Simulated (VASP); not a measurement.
# SiF (R-3m) in VASP: single point with PBE0

Aim: the single point of SiF with PBE0.

Everything below comes from runs of VASP 6.6.1. Logs are shortened: lines on timing, memory, paths and dates and some standing lists are left out, and cuts for length are marked.

### 1 The cell of the first run

The structure is trigonal, space group R-3m (No. 166). Conventional cell: a = 2.677 Å, b = 2.677 Å, c = 11.695 Å, α = 90.00°, β = 90.00°, γ = 120.00°. Within 3.3 Å of Si (site symmetry -3m) lie 6 F at 2.49 Å and 6 Si at 2.68 Å. Within 3.3 Å of F (site symmetry -3m) lie 6 Si at 2.49 Å and 6 F at 2.68 Å.

### 2 Single point, PBE0

Contents of POSCAR:

```
SiF
1.0
    1.3386000000      0.7728400000      3.8983100000
   -1.3386000000      0.7728400000      3.8983100000
    0.0000000000     -1.5456800000      3.8983100000
Si F
1 1
Direct
    0.5000000000      0.5000000000      0.5000000000
    0.0000000000      0.0000000000      0.0000000000
```

Contents of INCAR.step1:

```
SYSTEM = SiF
  PREC = Accurate
  ENCUT = 520
  EDIFF = 1E-5
  ISMEAR = -1
  SIGMA = 0.05
  LREAL = .False.
  LASPH = .True.
  NELM = 60
  ALGO = Normal
  ISIF = 2
  LWAVE = .True.
  NBANDS = 12
  GGA = PE
```

Contents of INCAR.step2:

```
SYSTEM = SiF
  PREC = Accurate
  ENCUT = 520
  EDIFF = 1E-6
  ISMEAR = -1
  SIGMA = 0.05
  LREAL = .False.
  LASPH = .True.
  NELM = 60
  ALGO = Normal
  ISIF = 2
  LWAVE = .False.
  LCHARG = .True.
  GGA = PE
  LHFCALC = .True.
  AEXX = 0.25
  PRECFOCK = Normal
  LELF = .True.
  LVHAR = .True.
  NBANDS = 12
  ISTART = 1
```

Contents of KPOINTS:

```
regular mesh
0
Gamma
  7 7 7
  0 0 0
```

Potentials or basis: VASP PAW PBE potentials, release 64 (Si, F).

Command:

```sh
$ cat potpaw_PBE.64/Si/POTCAR potpaw_PBE.64/F/POTCAR > POTCAR
$ cp INCAR.step1 INCAR
$ mpirun -np 1 vasp_std > vasp.out
$ cp INCAR.step2 INCAR
$ mpirun -np 1 vasp_std > vasp.out
```

OUTCAR:

```text
SYSTEM = SiF
   PREC = Accurate
   ENCUT = 520
   EDIFF = 1E-6
   ISMEAR = -1
   LREAL = .False.
   LASPH = .True.
   NELM = 60
   ISIF = 2
   GGA = PE
   LHFCALC = .True.
   AEXX = 0.25
   PRECFOCK = Normal
   ISTART = 1

 ion  position               nearest neighbor table
   1  0.500  0.500  0.500-   2 2.49   2 2.49   2 2.49   2 2.49   2 2.49   2 2.49
   2  0.000  0.000  0.000-   1 2.49   1 2.49   1 2.49   1 2.49   1 2.49   1 2.49

  LATTYP: Found a trigonal (rhomboedric) cell.
 ALAT       =     4.1935608356
 COS(alpha) =     0.7962180369

  Lattice vectors:

 A1 = (   1.3386000000,   0.7728400000,   3.8983100000)
 A2 = (  -1.3386000000,   0.7728400000,   3.8983100000)
 A3 = (   0.0000000000,  -1.5456800000,   3.8983100000)

Analysis of symmetry for initial positions (statically):
=====================================================================
 Subroutine PRICEL returns:
 Original cell was already a primitive cell.

 Routine SETGRP: Setting up the symmetry group for a
 trigonal (rhombohedral) supercell.

 Subroutine GETGRP returns: Found 12 space group operations
 (whereof 12 operations were pure point group operations)
 out of a pool of 12 trial point group operations.

The static configuration has the point symmetry D_3d.

Analysis of symmetry for dynamics (positions and initial velocities):
=====================================================================
 Subroutine PRICEL returns:
 Original cell was already a primitive cell.

 Routine SETGRP: Setting up the symmetry group for a
 trigonal (rhombohedral) supercell.

 Subroutine GETGRP returns: Found 12 space group operations
 (whereof 12 operations were pure point group operations)
 out of a pool of 12 trial point group operations.

The dynamic configuration has the point symmetry D_3d.

 Subroutine INISYM returns: Found 12 space group operations
 (whereof 12 operations are pure point group operations),
 and found     1 'primitive' translations

----------------------------------------------------------------------------------------

                                     Primitive cell

  volume of cell :      24.1974

  direct lattice vectors                    reciprocal lattice vectors
     1.338600000  0.772840000  3.898310000     0.373524578  0.215654814  0.085507139
    -1.338600000  0.772840000  3.898310000    -0.373524578  0.215654814  0.085507139
     0.000000000 -1.545680000  3.898310000     0.000000000 -0.431309629  0.085507139

  length of vectors
     4.193560836  4.193560836  4.193560244     0.439703400  0.439703400  0.439703839

  position of ions in fractional coordinates (direct lattice)
     0.500000000  0.500000000  0.500000000
     0.000000000  0.000000000  0.000000000

  ion indices of the primitive-cell ions
   primitive index   ion index
                 1           1
                 2           2

----------------------------------------------------------------------------------------

 KPOINTS: regular mesh

Automatic generation of k-mesh.
 Grid dimensions read from file:
 generate k-points for:    7    7    7

 Generating k-lattice:

  Cartesian coordinates                     Fractional coordinates (reciprocal lattice)
     0.053360654  0.030807831  0.012215306     0.142857143  0.000000000  0.000000000
    -0.053360654  0.030807831  0.012215306     0.000000000  0.142857143  0.000000000
     0.000000000 -0.061615661  0.012215306     0.000000000  0.000000000  0.142857143

  Length of vectors
     0.062814771  0.062814771  0.062814834

  Shift w.r.t. Gamma in fractional coordinates (k-lattice)
     0.000000000  0.000000000  0.000000000

 Subroutine IBZKPT returns following result:
 ===========================================

 Found     44 irreducible k-points:

 Following reciprocal coordinates:
            Coordinates               Weight
  0.000000  0.000000  0.000000      1.000000
  0.142857 -0.000000  0.000000      6.000000
  0.285714  0.000000 -0.000000      6.000000
  0.428571  0.000000 -0.000000      6.000000
  0.142857  0.142857  0.000000      6.000000
  0.285714  0.142857 -0.000000     12.000000
[... 16 lines left out ...]
  0.285714  0.285714  0.142857      6.000000
  0.428571  0.285714  0.142857     12.000000
 [... further k-points ...]
   k-points           NKPTS =     44   k-points in BZ     NKDIM =    343   number of bands    NBANDS=     12
   number of dos      NEDOS =    301   number of ions     NIONS =      2
   total plane-waves  NPLWV =  32768
   dimension x,y,z NGX =    32 NGY =   32 NGZ =   32
   dimension x,y,z NGXF=    64 NGYF=   64 NGZF=   64
   ions per type =               1   1
   NGX,Y,Z   is equivalent  to a cutoff of  12.69, 12.69, 12.69 a.u.
   NGXF,Y,Z  is equivalent  to a cutoff of  25.37, 25.37, 25.37 a.u.
 SYSTEM =  SiF
   PREC   = accura    normal or accurate (medium, high low for compatibility)
   ISTART =      1    job   : 0-new  1-cont  2-samecut
   ICHARG =      0    charge: 1-file 2-atom 10-const
   ISPIN  =      1    spin polarized calculation?
   LNONCOLLINEAR =      F non collinear calculations
   LSORBIT =      F    spin-orbit coupling
   LASPH  =      T    aspherical Exc in radial PAW
   ENCUT  =  520.0 eV  38.22 Ry    6.18 a.u.   7.80  7.80  7.80*2*pi/ulx,y,z
   NELM   =     60;   NELMIN=  2; NELMDL=  0     # of ELM steps
   EDIFF  = 0.1E-05   stopping-criterion for ELM
   LREAL  =      F    real-space projection
   EDIFFG = 0.1E-04   stopping-criterion for IOM
   NSW    =      0    number of steps for IOM
   IBRION =     -1    ionic relax: 0-MD 1-quasi-New 2-CG
   NFREE  =      0    steps in history (QN), initial steepest desc. (CG)
   ISIF   =      2    stress and relaxation
   ISYM   =      3    0-nonsym 1-usesym 2-fastsym
   POTIM  = 0.5000    time-step for ionic-motion
   TEBEG  =    0.0;   TEEND  =   0.0 temperature during run
   PSTRESS=    0.0 pullay stress
   NELECT =      11.0000    total number of electrons
   NUPDOWN=      -1.0000    fix difference up-down
   EMIN   =  10.00;   EMAX   =-10.00  energy-range for DOS
   EFERMI =   0.00;   METHOD = LEGACY
   ISMEAR =    -1;   SIGMA  =   0.05  broadening in eV -4-tet -1-fermi 0-gaus
   EFERMI_NEDOS =   21; number of points for ismear=-14 and -15
   IALGO  =     38    algorithm
   IMIX   =      1    mixing-type and parameters
     AMIX     =   0.40;   BMIX     =  1.00
     AMIX_MAG =   1.60;   BMIX_MAG =  1.00
  volume/ion in A,a.u.               =      12.10        81.65
  Fermi-wavevector in a.u.,A,eV,Ry     =   1.258780  2.378749 21.558788  1.584526
  Thomas-Fermi vector in A             =   2.392372
   LORBIT       =      0    0 simple, 1 ext, 2 COOP (PROOUT), +10 PAW based schemes
   GGA     = PE    functional components
   LHFCALC =     T    Hartree Fock is set to
   PRECFOCK=normal    Normal, Fast or Accurate (Low or Medium for compatibility)
   ENCUT4O =  -1.0   cutoff for four orbital integrals eV
   NKREDX  =     1    reduce k-point grid by
   NKREDY  =     1    reduce k-point grid by
   NKREDZ  =     1    reduce k-point grid by
   AEXX    =    0.2500 exact exchange contribution
   HFSCREEN=    0.0000 screening length (either q_TF or 0.3 A-1)
   HFSCREENC=   0.0000 screening length for correlation (either q_TF or 0.3 A-1)
   ENCUTFOCK=  -1.0 apply spherical cutoff to Coloumb kernel
   IVDW    =     0    specifies the selected vdW correction
   LEPSILON=     F    determine dielectric tensor
   LRPA    =     F    only Hartree local field effects (RPA)
 non-spin polarized calculation
  energy-cutoff  :      520.00
  volume of cell :       24.20
 maximum number of plane-waves:       661
  NGX = 24; NGY = 24; NGZ = 24

 number of electron      10.9999997 magnetization

 Free energy of the ion-electron system (eV)
  ---------------------------------------------------
  ext. energy  EPLUGINS =         0.00000000
  ---------------------------------------------------
  free energy    TOTEN  =       -11.59020113 eV

  energy without entropy =      -11.58876197  energy(sigma->0) =      -11.58948155

 E-fermi :   6.5019     XC(G=0):  -8.4965

 val. band max:        6.3072768146   @ k =   0.4286   0.4286   0.4286
 cond. band min:       6.5985386676   @ k =  -0.1429   0.2857   0.1429
 fundamental gap:      0.2912618530
 Fermi energy:         6.5018577222

 k-point     1 :       0.0000    0.0000    0.0000
  band No.  band energies     occupation
      1     -20.7682      2.00000
      2      -6.1959      2.00000
      3      -2.4834      2.00000
      4       1.4879      2.00000
      5       1.4879      2.00000
      6      10.9722      0.00000
      7      15.4707      0.00000
      8      19.1398      0.00000
      9      19.1398      0.00000
     10      20.8658      0.00000
     11      20.8659      0.00000
     12      26.3799      0.00000

 k-point     2 :       0.1429   -0.0000    0.0000
  band No.  band energies     occupation
      1     -20.6219      2.00000
      2      -5.7859      2.00000
      3      -2.0960      2.00000
      4       0.9390      2.00000
      5       1.3645      2.00000
      6      10.7713      0.00000
      7      14.5736      0.00000
      8      16.7709      0.00000
      9      16.9343      0.00000
     10      20.6405      0.00000
     11      23.4145      0.00000
     12      23.9261      0.00000

 k-point     3 :       0.2857    0.0000   -0.0000
  band No.  band energies     occupation
      1     -20.2788      2.00000
      2      -4.6367      2.00000
      3      -1.3009      2.00000
      4       0.1088      2.00000
      5       1.0972      2.00000
      6       9.0112      0.00000
      7      11.0332      0.00000
      8      14.9519      0.00000
      9      17.1047      0.00000
     10      19.6174      0.00000
     11      21.1284      0.00000
     12      25.5155      0.00000
[... 286 lines left out ...]
 k-point    23 :       0.2857    0.2857    0.1429
  band No.  band energies     occupation
      1     -20.5852      2.00000
      2      -6.6946      2.00000
      3      -0.5892      2.00000
      4       1.0633      2.00000
      5       1.3429      2.00000
      6       9.4507      0.00000
      7      14.3180      0.00000
      8      17.1245      0.00000
      9      17.9567      0.00000
     10      20.9018      0.00000
     11      23.9139      0.00000
     12      23.9952      0.00000

 k-point    24 :       0.4286    0.2857    0.1429
  band No.  band energies     occupation
      1     -20.3423      2.00000
      2      -5.8675      2.00000
      3      -0.7235      2.00000
      4       0.9972      2.00000
      5       1.1701      2.00000
      6       9.7117      0.00000
      7      11.9106      0.00000
      8      12.6180      0.00000
      9      19.8368      0.00000
     10      21.2626      0.00000
     11      22.4090      0.00000
     12      23.5892      0.00000

 [... further k-points ...]
[... 5 lines left out ...]
  --------------------------------------------------------------------------------------
  -------------------------------------------------------------------------------------
  Total       -0.6113816     -0.6113799     -0.4336200      0.0000000      0.0000000     -0.0000000
  in kB      -40.4813426    -40.4812304    -28.7112317      0.0000000      0.0000000     -0.0000000
  external PRESSURE =     -36.5579349 kB  Pullay stress =       0.0000000 kB

 VOLUME and BASIS-vectors are now :
 -----------------------------------------------------------------------------
  energy-cutoff  :      520.00
  volume of cell :       24.20
      direct lattice vectors                 reciprocal lattice vectors
     1.338600000  0.772840000  3.898310000     0.373524578  0.215654814  0.085507139
    -1.338600000  0.772840000  3.898310000    -0.373524578  0.215654814  0.085507139
     0.000000000 -1.545680000  3.898310000     0.000000000 -0.431309629  0.085507139

 POSITION                                       TOTAL-FORCE (eV/Angst)
 -----------------------------------------------------------------------------------
      0.00000      0.00000      5.84746        -0.000000      0.000000     -0.000000
      0.00000      0.00000      0.00000         0.000000     -0.000000      0.000000
 -----------------------------------------------------------------------------------
    total drift:                               -0.000000     -0.000000      0.000000

  FREE ENERGIE OF THE ION-ELECTRON SYSTEM (eV)
  ---------------------------------------------------
  free  energy   TOTEN  =       -11.5902011322 eV

  energy  without entropy=      -11.5887619747  energy(sigma->0) =      -11.58948155
```

Wall time 46 min (1 thread of Intel Xeon Platinum 8559C (Emerald Rapids), shared host); peak memory 0.19 GiB.

Results:

```
Free energy            : -11.5902 eV
Pressure               : -3.7 GPa
Band gap on the k mesh : zero (an odd number of electrons rules out a gap without spin polarisation)
```

Caveat: the k points lie up to 0.39 Å⁻¹ apart, too coarse for converged energies and pressures of a metal; the PAW data sets were made with another functional, which shifts forces and pressure a little; an odd number of electrons without spin polarisation forces a metal; a magnetic or distorted state may lie lower.

The gap in the log of VASP goes by the Fermi energy; the results here count the filled bands.